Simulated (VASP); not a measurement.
# Au (P6_3/mmc) in VASP: a series of runs

Runs on Au. Level: r2SCAN. Tasks: single point.

Everything below comes from runs of VASP 6.6.1. Logs are shortened: lines on timing, memory, paths and dates and some standing lists are left out, and cuts for length are marked.

### Step 1. The cell of the first run

It takes space group P6_3/mmc (No. 194, hexagonal). The conventional cell has a = 2.814 Å, b = 2.814 Å, c = 9.422 Å, α = 90.00°, β = 90.00°, γ = 120.00°. Within 3.7 Å of Au (site symmetry -3m) lie 12 Au at 2.81 to 2.86 Å. Au (site symmetry -6m2) has 12 Au at 2.81 to 2.86 Å within 3.7 Å.

This isn't the form of Au at room conditions, which is fcc.

### Step 2. Single point, r2SCAN (16.15 Å³/atom)

Contents of POSCAR:

```
Au
1.0
    2.8135447319      0.0000000000      0.0000000000
   -1.4067723659      2.4366012125      0.0000000000
    0.0000000000      0.0000000000      9.4219329901
Au
4
Direct
    1.0000000000      1.0000000000      0.0000000000
    1.0000000000      1.0000000000      0.5000000000
    0.3333333333      0.6666666667      0.2500000000
    0.6666666667      0.3333333333      0.7500000000
```

Contents of INCAR.step1:

```
SYSTEM = Au
PREC = Accurate ; ENCUT = 520
ISMEAR = -1 ; SIGMA = 0.1
LREAL = .False. ; LASPH = .True.
NELM = 100 ; NBANDS = 30
GGA = PE ; ALGO = Normal
EDIFF = 1E-4 ; LWAVE = .True.
LCHARG = .False.
```

Contents of INCAR.step2:

```
SYSTEM = Au
PREC = Accurate ; ENCUT = 520
EDIFF = 1E-7 ; ISMEAR = -1
SIGMA = 0.1 ; LREAL = .False.
LASPH = .True. ; NELM = 100
ALGO = Normal ; ISIF = 2
LWAVE = .False. ; LCHARG = .True.
METAGGA = R2SCAN ; LMIXTAU = .True.
LELF = .True. ; LVHAR = .True.
NBANDS = 30 ; ISTART = 1
```

Contents of KPOINTS:

```
Automatic mesh
0
Gamma
  14 14 4
  0 0 0
```

Potentials or basis: VASP PAW PBE potentials, release 64 (Au).

The run is started by

```
$ cat potpaw_PBE.64/Au/POTCAR > POTCAR
$ cp INCAR.step1 INCAR
$ mpirun -np 1 vasp_std > vasp.out
$ cp INCAR.step2 INCAR
$ mpirun -np 1 vasp_std > vasp.out
```

OUTCAR:

```text
SYSTEM = Au
   PREC = Accurate
   ENCUT = 520
   EDIFF = 1E-7
   ISMEAR = -1
   LREAL = .False.
   LASPH = .True.
   NELM = 100
   ISIF = 2
   METAGGA = R2SCAN
   ISTART = 1

 ion  position               nearest neighbor table
   1  0.000  0.000  0.000-   3 2.86   4 2.86   3 2.86   4 2.86   4 2.86   3 2.86
   2  0.000  0.000  0.500-   3 2.86   4 2.86   3 2.86   4 2.86   4 2.86   3 2.86
   3  0.333  0.667  0.250-   1 2.86   2 2.86   1 2.86   2 2.86   1 2.86   2 2.86
   4  0.667  0.333  0.750-   1 2.86   2 2.86   1 2.86   2 2.86   1 2.86   2 2.86

  LATTYP: Found a hexagonal cell.
 ALAT       =     2.8135447319
 C/A-ratio  =     3.3487766813

  Lattice vectors:

 A1 = (   2.8135447319,   0.0000000000,   0.0000000000)
 A2 = (  -1.4067723659,   2.4366012125,   0.0000000000)
 A3 = (   0.0000000000,   0.0000000000,   9.4219329901)

Analysis of symmetry for initial positions (statically):
=====================================================================
 Subroutine PRICEL returns:
 Original cell was already a primitive cell.

 Routine SETGRP: Setting up the symmetry group for a
 hexagonal supercell.

 Subroutine GETGRP returns: Found 24 space group operations
 (whereof 12 operations were pure point group operations)
 out of a pool of 24 trial point group operations.

The static configuration has the point symmetry D_3d.
 The point group associated with its full space group is D_6h.

Analysis of symmetry for dynamics (positions and initial velocities):
=====================================================================
 Subroutine PRICEL returns:
 Original cell was already a primitive cell.

 Routine SETGRP: Setting up the symmetry group for a
 hexagonal supercell.

 Subroutine GETGRP returns: Found 24 space group operations
 (whereof 12 operations were pure point group operations)
 out of a pool of 24 trial point group operations.

The dynamic configuration has the point symmetry D_3d.
 The point group associated with its full space group is D_6h.

 Subroutine INISYM returns: Found 24 space group operations
 (whereof 12 operations are pure point group operations),
 and found     1 'primitive' translations

----------------------------------------------------------------------------------------

                                     Primitive cell

  volume of cell :      64.5919

  direct lattice vectors                    reciprocal lattice vectors
     2.813544732  0.000000000  0.000000000     0.355423530  0.205203871  0.000000000
    -1.406772366  2.436601212  0.000000000     0.000000000  0.410407741  0.000000000
     0.000000000  0.000000000  9.421932990     0.000000000  0.000000000  0.106135333

  length of vectors
     2.813544732  2.813544732  9.421932990     0.410407741  0.410407741  0.106135333

  position of ions in fractional coordinates (direct lattice)
     0.000000000  0.000000000  0.000000000
     0.000000000  0.000000000  0.500000000
     0.333333333  0.666666667  0.250000000
     0.666666667  0.333333333  0.750000000

  ion indices of the primitive-cell ions
   primitive index   ion index
                 1           1
                 2           2
                 3           3
                 4           4

----------------------------------------------------------------------------------------

 KPOINTS: Automatic mesh

Automatic generation of k-mesh.
 Grid dimensions read from file:
 generate k-points for:   14   14    4

 Generating k-lattice:

  Cartesian coordinates                     Fractional coordinates (reciprocal lattice)
     0.025387395  0.014657419  0.000000000     0.071428571 -0.000000000  0.000000000
     0.000000000  0.029314839  0.000000000     0.000000000  0.071428571  0.000000000
     0.000000000  0.000000000  0.026533833     0.000000000  0.000000000  0.250000000

  Length of vectors
     0.029314839  0.029314839  0.026533833

  Shift w.r.t. Gamma in fractional coordinates (k-lattice)
     0.000000000  0.000000000  0.000000000

 Subroutine IBZKPT returns following result:
 ===========================================

 Found     72 irreducible k-points:

 Following reciprocal coordinates:
            Coordinates               Weight
  0.000000  0.000000  0.000000      1.000000
  0.071429  0.000000  0.000000      6.000000
  0.142857  0.000000  0.000000      6.000000
  0.214286 -0.000000  0.000000      6.000000
  0.285714  0.000000  0.000000      6.000000
  0.357143  0.000000  0.000000      6.000000
[... 16 lines left out ...]
  0.285714  0.285714  0.000000      6.000000
  0.357143  0.285714  0.000000      6.000000
 [... further k-points ...]
   k-points           NKPTS =     72   k-points in BZ     NKDIM =     72   number of bands    NBANDS=     30
   number of dos      NEDOS =    301   number of ions     NIONS =      4
   total plane-waves  NPLWV =  40320
   dimension x,y,z NGX =    24 NGY =   24 NGZ =   70
   dimension x,y,z NGXF=    48 NGYF=   48 NGZF=  140
   ions per type =               4
   NGX,Y,Z   is equivalent  to a cutoff of  14.18, 14.18, 12.35 a.u.
   NGXF,Y,Z  is equivalent  to a cutoff of  28.36, 28.36, 24.70 a.u.
 SYSTEM =  Au
   PREC   = accura    normal or accurate (medium, high low for compatibility)
   ISTART =      1    job   : 0-new  1-cont  2-samecut
   ICHARG =      0    charge: 1-file 2-atom 10-const
   ISPIN  =      1    spin polarized calculation?
   LNONCOLLINEAR =      F non collinear calculations
   LSORBIT =      F    spin-orbit coupling
   LASPH  =      T    aspherical Exc in radial PAW
   ENCUT  =  520.0 eV  38.22 Ry    6.18 a.u.   5.23  5.23 17.52*2*pi/ulx,y,z
   NELM   =    100;   NELMIN=  2; NELMDL=  0     # of ELM steps
   EDIFF  = 0.1E-06   stopping-criterion for ELM
   LREAL  =      F    real-space projection
   EDIFFG = 0.1E-05   stopping-criterion for IOM
   NSW    =      0    number of steps for IOM
   IBRION =     -1    ionic relax: 0-MD 1-quasi-New 2-CG
   NFREE  =      0    steps in history (QN), initial steepest desc. (CG)
   ISIF   =      2    stress and relaxation
   ISYM   =      2    0-nonsym 1-usesym 2-fastsym
   POTIM  = 0.5000    time-step for ionic-motion
   TEBEG  =    0.0;   TEEND  =   0.0 temperature during run
   PSTRESS=    0.0 pullay stress
   NELECT =      44.0000    total number of electrons
   NUPDOWN=      -1.0000    fix difference up-down
   EMIN   =  10.00;   EMAX   =-10.00  energy-range for DOS
   EFERMI =   0.00;   METHOD = LEGACY
   ISMEAR =    -1;   SIGMA  =   0.10  broadening in eV -4-tet -1-fermi 0-gaus
   EFERMI_NEDOS =   21; number of points for ismear=-14 and -15
   IALGO  =     38    algorithm
   IMIX   =      4    mixing-type and parameters
     AMIX     =   0.40;   BMIX     =  1.00
     AMIX_MAG =   1.60;   BMIX_MAG =  1.00
  volume/ion in A,a.u.               =      16.15       108.97
  Fermi-wavevector in a.u.,A,eV,Ry     =   1.440455  2.722065 28.230864  2.074910
  Thomas-Fermi vector in A             =   2.559197
   LORBIT       =      0    0 simple, 1 ext, 2 COOP (PROOUT), +10 PAW based schemes
   METAGGA = R2SCAN    functional components
   LHFCALC =     F    Hartree Fock is set to
   AEXX    =    0.0000 exact exchange contribution
   IVDW    =     0    specifies the selected vdW correction
   LEPSILON=     F    determine dielectric tensor
   LRPA    =     F    only Hartree local field effects (RPA)
 non-spin polarized calculation
  energy-cutoff  :      520.00
  volume of cell :       64.59
 maximum number of plane-waves:      1759
 NGX is ok and might be reduce to    24
   NGX = 11   NGY = 11   NGZ = 35

 number of electron      43.9999993 magnetization

 Free energy of the ion-electron system (eV)
  ---------------------------------------------------
  ext. energy  EPLUGINS =         0.00000000
  ---------------------------------------------------
  free energy    TOTEN  =      -202.09495086 eV

  energy without entropy =     -202.05381836  energy(sigma->0) =     -202.07438461

 E-fermi :  10.2542     XC(G=0): -14.0165

 val. band max:       10.1471954515   @ k =   0.2857   0.2143   0.2500
 cond. band min:      10.2573371605   @ k =   0.3571   0.1429   0.5000
 fundamental gap:      0.1101417090
 Fermi energy:        10.2541575421

 k-point     1 :       0.0000    0.0000    0.0000
  band No.  band energies     occupation
      1      -0.4587      2.00000
      2       1.3513      2.00000
      3       1.3636      2.00000
      4       2.0350      2.00000
      5       4.8091      2.00000
      6       4.8162      2.00000
[... 22 lines left out ...]
     29      25.5501      0.00000
     30      26.6006      0.00000

 k-point     2 :       0.0714    0.0000    0.0000
  band No.  band energies     occupation
      1      -0.2818      2.00000
      2       1.5216      2.00000
      3       1.5335      2.00000
      4       2.1839      2.00000
      5       4.6165      2.00000
      6       4.7189      2.00000
[... 22 lines left out ...]
     29      25.7014      0.00000
     30      26.6547      0.00000

 k-point     3 :       0.1429    0.0000    0.0000
  band No.  band energies     occupation
      1       0.2273      2.00000
      2       1.9836      2.00000
      3       1.9939      2.00000
      4       2.5821      2.00000
      5       4.2628      2.00000
      6       4.4638      2.00000
[... 22 lines left out ...]
     29      25.8152      0.00000
     30      25.9634      0.00000

 k-point     4 :       0.2143   -0.0000    0.0000
  band No.  band energies     occupation
      1       0.9876      2.00000
      2       2.5166      2.00000
      3       2.5202      2.00000
      4       3.0281      2.00000
      5       3.9720      2.00000
      6       4.1617      2.00000
[... 616 lines left out ...]
     29      19.3147      0.00000
     30      19.7190      0.00000

 k-point    23 :       0.2857    0.2857    0.0000
  band No.  band energies     occupation
      1       3.3105      2.00000
      2       3.3198      2.00000
      3       3.5312      2.00000
      4       3.7410      2.00000
      5       4.0722      2.00000
      6       4.1118      2.00000
[... 22 lines left out ...]
     29      18.0439      0.00000
     30      18.0897      0.00000

 k-point    24 :       0.3571    0.2857    0.0000
  band No.  band energies     occupation
      1       3.3516      2.00000
      2       3.4369      2.00000
      3       3.7579      2.00000
      4       3.7901      2.00000
      5       3.8759      2.00000
      6       3.9577      2.00000
[... 22 lines left out ...]
     29      17.4373      0.00000
     30      19.9833      0.00000

 [... further k-points ...]

------------------------ aborting loop because EDIFF is reached ----------------------------------------

  FORCE on cell =-STRESS in cart. coord.  units (eV):
  Direction    XX          YY          ZZ          XY          YZ          ZX
  --------------------------------------------------------------------------------------
  -------------------------------------------------------------------------------------
  Total        7.0589534      7.0589534      6.3171479      0.0000000     -0.0000000      0.0000000
  in kB      175.0945405    175.0945405    156.6943486      0.0000000     -0.0000000      0.0000000
  external PRESSURE =     168.9611432 kB  Pullay stress =       0.0000000 kB

 VOLUME and BASIS-vectors are now :
 -----------------------------------------------------------------------------
  energy-cutoff  :      520.00
  volume of cell :       64.59
      direct lattice vectors                 reciprocal lattice vectors
     2.813544732  0.000000000  0.000000000     0.355423530  0.205203871  0.000000000
    -1.406772366  2.436601212  0.000000000     0.000000000  0.410407741  0.000000000
     0.000000000  0.000000000  9.421932990     0.000000000  0.000000000  0.106135333

 POSITION                                       TOTAL-FORCE (eV/Angst)
 -----------------------------------------------------------------------------------
      0.00000      0.00000      0.00000         0.000000      0.000000     -0.000000
      0.00000      0.00000      4.71097         0.000000      0.000000     -0.000000
     -0.00000      1.62440      2.35548        -0.000000      0.000000      0.000000
      1.40677      0.81220      7.06645         0.000000     -0.000000     -0.000000
 -----------------------------------------------------------------------------------
    total drift:                               -0.000000      0.000000      0.000000

  FREE ENERGIE OF THE ION-ELECTRON SYSTEM (eV)
  ---------------------------------------------------
  free  energy   TOTEN  =      -202.0949508619 eV

  energy  without entropy=     -202.0538183614  energy(sigma->0) =     -202.07438461
```

It took 3.6 min on 1 thread of Intel Xeon 6975P-C (Granite Rapids), shared host; peak memory 0.26 GiB.

Results:

- Free energy: -202.0950 eV
- Pressure: 16.9 GPa
- Band gap on the k mesh: zero (bands 22 and 23 overlap by 5.51 eV)

Stress tensor (GPa, compression positive):
```
17.51  0.00  0.00
 0.00 17.51  0.00
 0.00  0.00 15.67
```

Levels at points of the mesh, in eV from the Fermi level:
| k point | band 18 | band 19 | band 20 | band 21 | band 22 | band 23 | band 24 | band 25 | band 26 | band 27 |
| --- | --- | --- | --- | --- | --- | --- | --- | --- | --- | --- |
| (0.00, 0.00, 0.00) | -3.30 | -3.30 | -3.00 | -3.00 | -2.35 | -2.35 | -1.26 | 3.10 | 11.50 | 11.61 |
| (0.50, 0.00, 0.00) | -1.95 | -1.93 | -1.89 | -0.62 | 0.21 | 1.28 | 1.61 | 4.16 | 4.36 | 6.59 |
| (0.00, 0.00, 0.50) | -3.61 | -3.58 | -3.58 | -2.61 | -2.61 | -2.61 | -2.61 | 6.44 | 6.44 | 14.99 |
| (0.50, 0.00, 0.50) | -2.08 | -1.91 | -1.91 | 0.32 | 0.32 | 1.41 | 1.41 | 4.62 | 4.62 | 6.12 |

Caveat: the cell stands under pressure; the PAW data sets were made with another functional, which shifts forces and pressure a little; spin-orbit coupling is left out, which moves the levels of the heavy elements.

### Step 3. Single point, r2SCAN (16.85 Å³/atom)

This run uses another cell than the first one, of 16.85 Å³/atom.

Contents of POSCAR:

```
Au
1.0
    2.8537436591      0.0000000000      0.0000000000
   -1.4268718295      2.4714145047      0.0000000000
    0.0000000000      0.0000000000      9.5565502203
Au
4
Direct
    1.0000000000      1.0000000000      0.0000000000
    1.0000000000      1.0000000000      0.5000000000
    0.3333333333      0.6666666667      0.2500000000
    0.6666666667      0.3333333333      0.7500000000
```

Contents of INCAR.step1:

```
PREC     = Accurate       # precision mode
ENCUT    = 520            # plane-wave cutoff, eV
ISMEAR   = -1             # smearing method
SIGMA    = 0.1            # smearing width, eV
LREAL    = False          # projectors in reciprocal space
LASPH    = True           # aspherical terms in the spheres
NELM     = 80             # most SCF steps
NBANDS   = 30             # bands
GGA      = PE             # functional
ALGO     = Normal         # electronic algorithm
EDIFF    = 1E-4           # SCF threshold, eV
LWAVE    = True           # write WAVECAR
LCHARG   = False          # write CHGCAR
```

Contents of INCAR.step2:

```
PREC     = Accurate       # precision mode
ENCUT    = 520            # plane-wave cutoff, eV
EDIFF    = 1E-6           # SCF threshold, eV
ISMEAR   = -1             # smearing method
SIGMA    = 0.1            # smearing width, eV
LREAL    = False          # projectors in reciprocal space
LASPH    = True           # aspherical terms in the spheres
NELM     = 80             # most SCF steps
ALGO     = Normal         # electronic algorithm
ISIF     = 2              # what is computed and relaxed
LWAVE    = False          # write WAVECAR
LCHARG   = False          # write CHGCAR
METAGGA  = R2SCAN         # meta-GGA
LMIXTAU  = True         
NBANDS   = 30             # bands
ISTART   = 1
```

Contents of KPOINTS:

```
Automatic mesh
0
Gamma
  14 14 4
```

Potentials or basis: VASP PAW PBE potentials, release 64 (Au).

The run is started by

```
$ cat potpaw_PBE.64/Au/POTCAR > POTCAR
$ cp INCAR.step1 INCAR
$ mpirun -np 1 vasp_std > vasp.out
$ cp INCAR.step2 INCAR
$ mpirun -np 1 vasp_std > vasp.out
```

Wall time 2.5 min (1 thread of Intel Xeon 6975P-C (Granite Rapids), shared host); peak memory 0.26 GiB.

The run converged. Its results:

```yaml
Free_energy: -202.3065 eV
Pressure: 7.5 GPa
Band_gap_on_the_k_mesh: zero (bands 22 and 23 overlap by 5.32 eV)
```

Stress tensor (GPa, compression positive):
```
7.95 0.00 0.00
0.00 7.95 0.00
0.00 0.00 6.65
```

Levels at points of the mesh, in eV from the Fermi level:
```csv
k point,band 20,band 21,band 22,band 23,band 24,band 25
"(0.00, 0.00, 0.00)",-2.90,-2.90,-2.29,-2.29,-1.02,2.88
"(0.50, 0.00, 0.00)",-1.87,-0.43,0.38,1.24,1.55,3.92
"(0.00, 0.00, 0.50)",-3.34,-2.54,-2.54,-2.54,-2.54,6.21
"(0.50, 0.00, 0.50)",-1.89,0.37,0.37,1.40,1.40,4.44
```

Caveat: the cell stands under pressure; the PAW data sets were made with another functional, which shifts forces and pressure a little; spin-orbit coupling is left out, which moves the levels of the heavy elements.

### Step 4. Single point, r2SCAN (17.55 Å³/atom)

This run uses another cell than the first one, of 17.55 Å³/atom.

Contents of POSCAR:

```
Au
1.0
    2.8928408964      0.0000000000      0.0000000000
   -1.4464204482      2.5052737054      0.0000000000
    0.0000000000      0.0000000000      9.6874781368
Au
4
Direct
    1.0000000000      1.0000000000      0.0000000000
    1.0000000000      1.0000000000      0.5000000000
    0.3333333333      0.6666666667      0.2500000000
    0.6666666667      0.3333333333      0.7500000000
```

Contents of INCAR.step1:

```
SYSTEM = Au
PREC = Accurate ; ENCUT = 520
ISMEAR = -1 ; SIGMA = 0.1
LREAL = .False. ; LASPH = .True.
NELM = 80 ; NBANDS = 30
GGA = PE ; ALGO = Normal
EDIFF = 1E-4 ; LWAVE = .True.
LCHARG = .False.
```

Contents of INCAR.step2:

```
SYSTEM = Au
PREC = Accurate ; ENCUT = 520
EDIFF = 1E-7 ; ISMEAR = -1
SIGMA = 0.1 ; LREAL = .False.
LASPH = .True. ; NELM = 80
ALGO = Normal ; ISIF = 2
LWAVE = .False. ; LCHARG = .False.
METAGGA = R2SCAN ; LMIXTAU = .True.
NBANDS = 30 ; ISTART = 1
```

Contents of KPOINTS:

```
regular mesh
0
Gamma
  14 14 4
  0 0 0
```

The run is started by

```
$ cat potpaw_PBE.64/Au/POTCAR > POTCAR
$ cp INCAR.step1 INCAR
$ mpirun -np 1 vasp_std > vasp.out
$ cp INCAR.step2 INCAR
$ mpirun -np 1 vasp_std > vasp.out
```

It took 3.5 min on 1 thread of Intel Xeon 6975P-C (Granite Rapids), shared host; peak memory 0.27 GiB.

Results (log left out):

```
Free energy            : -202.3742 eV
Pressure               : 0.4 GPa
Band gap on the k mesh : zero (bands 22 and 23 overlap by 5.15 eV)
```

Stress tensor (GPa, compression positive):
```
 0.68  0.00  0.00
 0.00  0.68  0.00
 0.00  0.00 -0.20
```

Levels at points of the mesh, in eV from the Fermi level:
| k point | band 20 | band 21 | band 22 | band 23 | band 24 | band 25 |
| --- | --- | --- | --- | --- | --- | --- |
| (0.00, 0.00, 0.00) | -2.81 | -2.81 | -2.25 | -2.25 | -0.81 | 2.67 |
| (0.50, 0.00, 0.00) | -1.86 | -0.26 | 0.53 | 1.19 | 1.50 | 3.70 |
| (0.00, 0.00, 0.50) | -3.13 | -2.47 | -2.47 | -2.47 | -2.47 | 6.00 |
| (0.50, 0.00, 0.50) | -1.88 | 0.42 | 0.42 | 1.38 | 1.38 | 4.28 |

Caveat: the PAW data sets were made with another functional, which shifts forces and pressure a little; spin-orbit coupling is left out, which moves the levels of the heavy elements.

### Step 5. The runs side by side

```csv
cell,gap on the mesh (eV),pressure (GPa)
"a = 2.814, b = 2.814, c = 9.422 Å, angles 90.0, 90.0, 120.0°, 4 atoms",none,16.9
"a = 2.854, b = 2.854, c = 9.557 Å, angles 90.0, 90.0, 120.0°, 4 atoms",none,7.5
"a = 2.893, b = 2.893, c = 9.687 Å, angles 90.0, 90.0, 120.0°, 4 atoms",none,0.4
```

Alike in all rows: task single point; level r2SCAN; potentials or basis VASP PAW PBE potentials, release 64 (Au); no spin polarisation; k mesh 14 × 14 × 4; cutoff (eV) 520; smearing fermi-dirac 0.1 eV.

Caveats: the PAW data sets were made with another functional, which shifts forces and pressure a little; spin-orbit coupling is left out, which moves the levels of the heavy elements; the cell stands under pressure (at least some runs).

Absolute energies hang on the potentials; compare differences alone.
